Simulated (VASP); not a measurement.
# CoO (P3m1) in VASP: further runs

CoO is run at these levels: LDA, PBEsol; tasks: single point.

Program: VASP 6.6.1. These are calculated values, not measurements. Logs are shortened: lines on timing, memory, paths and dates and some standing lists are left out, and cuts for length are marked.

## Step 1: The cell of the first run

The typed cell holds 4 atoms: a = 3.198 Å, b = 3.198 Å, c = 5.229 Å, α = 90.00°, β = 90.00°, γ = 120.00°.

## Step 2: Single point, LDA, collinear spin, antiferromagnetic start

The input, INCAR:

```
SYSTEM = CoO
PREC = Accurate
ENCUT = 520
EDIFF = 1E-6
ISMEAR = 0
SIGMA = 0.02
LREAL = .FALSE.
LASPH = .TRUE.
NELM = 150
ALGO = Fast
ISIF = 2
LWAVE = .FALSE.
LCHARG = .FALSE.
ISPIN = 2
MAGMOM = -2.57 2.57 0.14 -0.14
LORBIT = 11
LMAXMIX = 4
NBANDS = 27
```

The input, KPOINTS:

```
Automatic mesh
0
G
  12 12 6
  0 0 0
```

The input, POSCAR:

```
CoO
1.0
    3.1976457435      0.0000000000      0.0000000000
   -1.5988228718      2.7692424462      0.0000000000
    0.0000000000      0.0000000000      5.2287097100
Co O
2 2
Direct
    0.0000000000      0.0000000000      0.0034741400
    0.3333333333      0.6666666667      0.5033624100
    0.0000000000      0.0000000000      0.3716088500
    0.3333333333      0.6666666667      0.8715556000
```

Potentials or basis: VASP PAW LDA potentials, release 64 (Co, O).

Run with:

```
$ cat potpaw_LDA.64/Co/POTCAR potpaw_LDA.64/O/POTCAR > POTCAR
$ mpirun -np 1 vasp_std > vasp.out
```

OUTCAR:

```text
SYSTEM = CoO
   PREC = Accurate
   ENCUT = 520
   EDIFF = 1E-6
   ISMEAR = 0
   LREAL = .FALSE.
   LASPH = .TRUE.
   NELM = 150
   ISIF = 2
   ISPIN = 2
   LORBIT = 11

 ion  position               nearest neighbor table
   1  0.000  0.000  0.003-   3 1.92   4 1.97   4 1.97   4 1.97
   2  0.333  0.667  0.503-   4 1.93   3 1.97   3 1.97   3 1.97
   3  0.000  0.000  0.372-   1 1.92   2 1.97   2 1.97   2 1.97
   4  0.333  0.667  0.872-   2 1.93   1 1.97   1 1.97   1 1.97

  LATTYP: Found a hexagonal cell.
 ALAT       =     3.1976457435
 C/A-ratio  =     1.6351747909

  Lattice vectors:

 A1 = (   3.1976457435,   0.0000000000,   0.0000000000)
 A2 = (  -1.5988228718,   2.7692424462,   0.0000000000)
 A3 = (   0.0000000000,   0.0000000000,   5.2287097100)

Analysis of symmetry for initial positions (statically):
=====================================================================
 Subroutine PRICEL returns:
 Original cell was already a primitive cell.

 Routine SETGRP: Setting up the symmetry group for a
 hexagonal supercell.

 Subroutine GETGRP returns: Found  6 space group operations
 (whereof  6 operations were pure point group operations)
 out of a pool of 24 trial point group operations.

The static configuration has the point symmetry C_3v.

Analysis of symmetry for dynamics (positions and initial velocities):
=====================================================================
 Subroutine PRICEL returns:
 Original cell was already a primitive cell.

 Routine SETGRP: Setting up the symmetry group for a
 hexagonal supercell.

 Subroutine GETGRP returns: Found  6 space group operations
 (whereof  6 operations were pure point group operations)
 out of a pool of 24 trial point group operations.

The dynamic configuration has the point symmetry C_3v.

Analysis of structural, dynamic, and magnetic symmetry:
=====================================================================
 Subroutine PRICEL returns:
 Original cell was already a primitive cell.

 Routine SETGRP: Setting up the symmetry group for a
 hexagonal supercell.

 Subroutine GETGRP returns: Found  6 space group operations
 (whereof  6 operations were pure point group operations)
 out of a pool of 24 trial point group operations.

The overall configuration has the point symmetry C_3v.

 Subroutine INISYM returns: Found  6 space group operations
 (whereof  6 operations are pure point group operations),
 and found     1 'primitive' translations

----------------------------------------------------------------------------------------

                                     Primitive cell

  volume of cell :      46.3005

  direct lattice vectors                    reciprocal lattice vectors
     3.197645743  0.000000000  0.000000000     0.312730077  0.180554794  0.000000000
    -1.598822872  2.769242446  0.000000000     0.000000000  0.361109588  0.000000000
     0.000000000  0.000000000  5.228709710     0.000000000  0.000000000  0.191251773

  length of vectors
     3.197645743  3.197645744  5.228709710     0.361109588  0.361109588  0.191251773

  position of ions in fractional coordinates (direct lattice)
     0.000000000  0.000000000  0.003474140
     0.333333333  0.666666667  0.503362410
     0.000000000  0.000000000  0.371608850
     0.333333333  0.666666667  0.871555600

  ion indices of the primitive-cell ions
   primitive index   ion index
                 1           1
                 2           2
                 3           3
                 4           4

----------------------------------------------------------------------------------------

 KPOINTS: Automatic mesh

Automatic generation of k-mesh.
 Grid dimensions read from file:
 generate k-points for:   12   12    6

 Generating k-lattice:

  Cartesian coordinates                     Fractional coordinates (reciprocal lattice)
     0.026060840  0.015046233  0.000000000     0.083333333 -0.000000000  0.000000000
     0.000000000  0.030092466  0.000000000     0.000000000  0.083333333  0.000000000
     0.000000000  0.000000000  0.031875295     0.000000000  0.000000000  0.166666667

  Length of vectors
     0.030092466  0.030092466  0.031875295

  Shift w.r.t. Gamma in fractional coordinates (k-lattice)
     0.000000000  0.000000000  0.000000000

 Subroutine IBZKPT returns following result:
 ===========================================

 Found    100 irreducible k-points:

 Following reciprocal coordinates:
            Coordinates               Weight
  0.000000  0.000000  0.000000      1.000000
  0.083333  0.000000  0.000000      6.000000
  0.166667  0.000000  0.000000      6.000000
  0.250000  0.000000  0.000000      6.000000
  0.333333  0.000000  0.000000      6.000000
  0.416667  0.000000  0.000000      6.000000
[... 16 lines left out ...]
  0.166667  0.000000  0.166667      6.000000
  0.000000  0.166667  0.166667      6.000000
 [... further k-points ...]
   k-points           NKPTS =    100   k-points in BZ     NKDIM =    100   number of bands    NBANDS=     27
   number of dos      NEDOS =    301   number of ions     NIONS =      4
   total plane-waves  NPLWV =  23040
   dimension x,y,z NGX =    24 NGY =   24 NGZ =   40
   dimension x,y,z NGXF=    48 NGYF=   48 NGZF=   80
   ions per type =               2   2
   NGX,Y,Z   is equivalent  to a cutoff of  12.48, 12.48, 12.72 a.u.
   NGXF,Y,Z  is equivalent  to a cutoff of  24.96, 24.96, 25.44 a.u.
 SYSTEM =  CoO
   PREC   = accura    normal or accurate (medium, high low for compatibility)
   ISTART =      0    job   : 0-new  1-cont  2-samecut
   ICHARG =      2    charge: 1-file 2-atom 10-const
   ISPIN  =      2    spin polarized calculation?
   LNONCOLLINEAR =      F non collinear calculations
   LSORBIT =      F    spin-orbit coupling
   LASPH  =      T    aspherical Exc in radial PAW
   ENCUT  =  520.0 eV  38.22 Ry    6.18 a.u.   5.95  5.95  9.72*2*pi/ulx,y,z
   NELM   =    150;   NELMIN=  2; NELMDL= -5     # of ELM steps
   EDIFF  = 0.1E-05   stopping-criterion for ELM
   LREAL  =      F    real-space projection
   EDIFFG = 0.1E-04   stopping-criterion for IOM
   NSW    =      0    number of steps for IOM
   IBRION =     -1    ionic relax: 0-MD 1-quasi-New 2-CG
   NFREE  =      0    steps in history (QN), initial steepest desc. (CG)
   ISIF   =      2    stress and relaxation
   ISYM   =      2    0-nonsym 1-usesym 2-fastsym
   POTIM  = 0.5000    time-step for ionic-motion
   TEBEG  =    0.0;   TEEND  =   0.0 temperature during run
   PSTRESS=    0.0 pullay stress
   NELECT =      30.0000    total number of electrons
   NUPDOWN=      -1.0000    fix difference up-down
   EMIN   =  10.00;   EMAX   =-10.00  energy-range for DOS
   EFERMI =   0.00;   METHOD = LEGACY
   ISMEAR =     0;   SIGMA  =   0.02  broadening in eV -4-tet -1-fermi 0-gaus
   EFERMI_NEDOS =   21; number of points for ismear=-14 and -15
   IALGO  =     68    algorithm
   IMIX   =      4    mixing-type and parameters
     AMIX     =   0.40;   BMIX     =  1.00
     AMIX_MAG =   1.60;   BMIX_MAG =  1.00
  volume/ion in A,a.u.               =      11.58        78.11
  Fermi-wavevector in a.u.,A,eV,Ry     =   1.416620  2.677023 27.304329  2.006812
  Thomas-Fermi vector in A             =   2.537935
   LORBIT       =     11    0 simple, 1 ext, 2 COOP (PROOUT), +10 PAW based schemes
   GGA     = CA    functional components
   LHFCALC =     F    Hartree Fock is set to
   AEXX    =    0.0000 exact exchange contribution
   IVDW    =     0    specifies the selected vdW correction
   LEPSILON=     F    determine dielectric tensor
   LRPA    =     F    only Hartree local field effects (RPA)
 spin polarized calculation
 RMM-DIIS sequential band-by-band and
 Gauss-broadening in eV      SIGMA  =   0.02
  energy-cutoff  :      520.00
  volume of cell :       46.30
 maximum number of plane-waves:      1272
   NGX = 11   NGY = 11   NGZ = 19

 number of electron      30.0000009 magnetization      -0.0167821

 number of electron      30.0000009 magnetization       0.0003502

 Free energy of the ion-electron system (eV)
  ---------------------------------------------------
  ext. energy  EPLUGINS =         0.00000000
  ---------------------------------------------------
  free energy    TOTEN  =       -29.82807918 eV

  energy without entropy =      -29.82662025  energy(sigma->0) =      -29.82734971

 E-fermi :   5.6688     XC(G=0): -11.6538

 val. band max:        5.6683793909   @ k =   0.4167   0.0833   0.0000
 cond. band min:       5.6691500042   @ k =   0.0000   0.0833   0.1667
 fundamental gap:      0.0007706134
 Fermi energy:         5.6688457847

 spin component 1

 k-point     1 :       0.0000    0.0000    0.0000
  band No.  band energies     occupation
      1     -14.0213      1.00000
      2     -13.3158      1.00000
      3      -1.3333      1.00000
      4      -0.1761      1.00000
      5      -0.1524      1.00000
      6      -0.1524      1.00000
[... 19 lines left out ...]
     26      20.5133      0.00000
     27      22.0949      0.00000
[... 667 lines left out ...]
      5      -0.1270      1.00000
      6      -0.0746      1.00000
[... 19 lines left out ...]
     26      20.4564      0.00000
     27      21.4934      0.00000

 [... further k-points ...]

 spin component 2

 k-point     1 :       0.0000    0.0000    0.0000
  band No.  band energies     occupation
      1     -14.0203      1.00000
      2     -13.3169      1.00000
      3      -1.3329      1.00000
      4      -0.1766      1.00000
      5      -0.1484      1.00000
      6      -0.1484      1.00000
[... 19 lines left out ...]
     26      20.5130      0.00000
     27      22.0953      0.00000
[... 667 lines left out ...]
      5      -0.0813      1.00000
      6      -0.0688      1.00000
[... 19 lines left out ...]
     26      20.4990      0.00000
     27      21.4914      0.00000

 [... further k-points ...]
[... 5 lines left out ...]
  --------------------------------------------------------------------------------------
  -------------------------------------------------------------------------------------
  Total       -5.6642630     -5.6642630     -4.8909896      0.0000000      0.0000000      0.0000000
  in kB     -196.0054439   -196.0054439   -169.2471887      0.0000000      0.0000000      0.0000000
  external PRESSURE =    -187.0860255 kB  Pullay stress =       0.0000000 kB

 VOLUME and BASIS-vectors are now :
 -----------------------------------------------------------------------------
  energy-cutoff  :      520.00
  volume of cell :       46.30
      direct lattice vectors                 reciprocal lattice vectors
     3.197645743  0.000000000  0.000000000     0.312730077  0.180554794  0.000000000
    -1.598822872  2.769242446  0.000000000     0.000000000  0.361109588  0.000000000
     0.000000000  0.000000000  5.228709710     0.000000000  0.000000000  0.191251773

 POSITION                                       TOTAL-FORCE (eV/Angst)
 -----------------------------------------------------------------------------------
      0.00000      0.00000      0.01817         0.000000     -0.000000      0.040146
     -0.00000      1.84616      2.63194         0.000000      0.000000      0.043786
      0.00000      0.00000      1.94303         0.000000     -0.000000     -0.041636
     -0.00000      1.84616      4.55711        -0.000000      0.000000     -0.042297
 -----------------------------------------------------------------------------------
    total drift:                               -0.000000     -0.000001     -0.000611

  FREE ENERGIE OF THE ION-ELECTRON SYSTEM (eV)
  ---------------------------------------------------
  free  energy   TOTEN  =       -29.8280791769 eV

  energy  without entropy=      -29.8266202458  energy(sigma->0) =      -29.82734971

 total charge

# of ion       s       p       d       tot
------------------------------------------
    1        0.342   0.431   7.243   8.016
    2        0.342   0.431   7.246   8.019
    3        1.544   3.386   0.000   4.930
    4        1.544   3.386   0.000   4.930
--------------------------------------------------
tot          3.772   7.635  14.488  25.896

 magnetization (x)

# of ion       s       p       d       tot
------------------------------------------
    1       -0.006  -0.034  -2.009  -2.049
    2        0.006   0.034   2.006   2.046
    3        0.010   0.128   0.000   0.137
    4       -0.010  -0.128   0.000  -0.138
--------------------------------------------------
tot         -0.000  -0.000  -0.003  -0.003
```

Wall time 6 min (1 thread of Oxide Virtual Turin-like, shared host); peak memory 0.24 GiB.

What came out:

* Free energy: -29.8281 eV
* Pressure: -18.7 GPa
* Largest force: 0.044 eV/Å
* Band gap on the k mesh: zero (filled and empty bands overlap)
* Net moment: 0.00 μB per cell
* Site moments: Co -2.05, +2.05; O +0.14, -0.14 μB
* Valence electrons inside the program's atomic spheres: Co 8.02; O 4.93

Forces on the atoms (eV/Å):
```
Co   0.000  0.000  0.040
Co   0.000  0.000  0.044
O    0.000  0.000 -0.042
O    0.000  0.000 -0.042
```

Caveat: the cell stands under tension; semilocal functionals often make such compounds metallic where correlation or magnetic order opens a gap, which also shifts bond lengths.

## Step 3: Single point, PBEsol, collinear spin, antiferromagnetic start

The input, INCAR:

```
PREC = Accurate
ENCUT = 520
EDIFF = 1E-7
ISMEAR = 0
SIGMA = 0.02
LREAL = F
LASPH = T
NELM = 150
ALGO = Normal
ISIF = 2
LWAVE = F
LCHARG = T
ISPIN = 2
MAGMOM = -2.57 2.57 0.14 -0.14
LORBIT = 11
LMAXMIX = 4
GGA = PS
LELF = T
LVHAR = T
NBANDS = 27
```

The input, KPOINTS:

```
regular mesh
0
Gamma
  12 12 6
```

POSCAR is that of step 2.

Potentials or basis: VASP PAW PBE potentials, release 64 (Co, O).

Run with:

```
$ cat potpaw_PBE.64/Co/POTCAR potpaw_PBE.64/O/POTCAR > POTCAR
$ mpirun -np 1 vasp_std > vasp.out
```

It took 8.2 min on 1 thread of Oxide Virtual Turin-like, shared host; peak memory 0.27 GiB.

The run converged. Its results:

- Free energy: -28.3919 eV
- Pressure: -9.4 GPa
- Largest force: 0.169 eV/Å
- Band gap on the k mesh: zero (filled and empty bands overlap)
- Net moment: 0.00 μB per cell
- Site moments: Co -2.26, +2.26; O +0.16, -0.16 μB
- Valence electrons inside the program's atomic spheres: Co 8.00; O 4.96

Forces in eV/Å, atoms in the order of the input:
```
Co   0.000  0.000  0.163
Co   0.000  0.000  0.169
O    0.000  0.000 -0.167
O    0.000  0.000 -0.165
```

Stress tensor (GPa, compression positive):
```
-9.98  0.00  0.00
 0.00 -9.98  0.00
 0.00  0.00 -8.34
```

Levels at points of the mesh, in eV from the Fermi level:
Spin up:
```csv
k point,band 12,band 13,band 14,band 15,band 16,band 17,band 18,band 19
"(0.00, 0.00, 0.00)",-0.98,-0.98,-0.03,-0.03,0.13,1.53,1.97,1.97
"(0.50, 0.00, 0.00)",-1.89,-1.41,-0.28,-0.14,-0.02,0.72,1.21,5.70
"(0.00, 0.00, 0.50)",-0.93,-0.93,0.02,0.02,0.84,1.83,1.83,2.56
"(0.50, 0.00, 0.50)",-1.51,-1.29,-0.38,-0.21,0.10,0.83,1.09,5.35
```
Spin down:
```tsv
k point	band 13	band 14	band 15	band 16	band 17	band 18
(0.00, 0.00, 0.00)	-0.98	-0.03	-0.03	0.13	1.53	1.97
(0.50, 0.00, 0.00)	-1.41	-0.28	-0.14	-0.02	0.72	1.20
(0.00, 0.00, 0.50)	-0.93	0.02	0.02	0.84	1.84	1.84
(0.50, 0.00, 0.50)	-1.29	-0.38	-0.21	0.10	0.83	1.09
```

Caveat: the cell stands under tension; the PAW data sets were made with another functional, which shifts forces and pressure a little; semilocal functionals often make such compounds metallic where correlation or magnetic order opens a gap, which also shifts bond lengths.
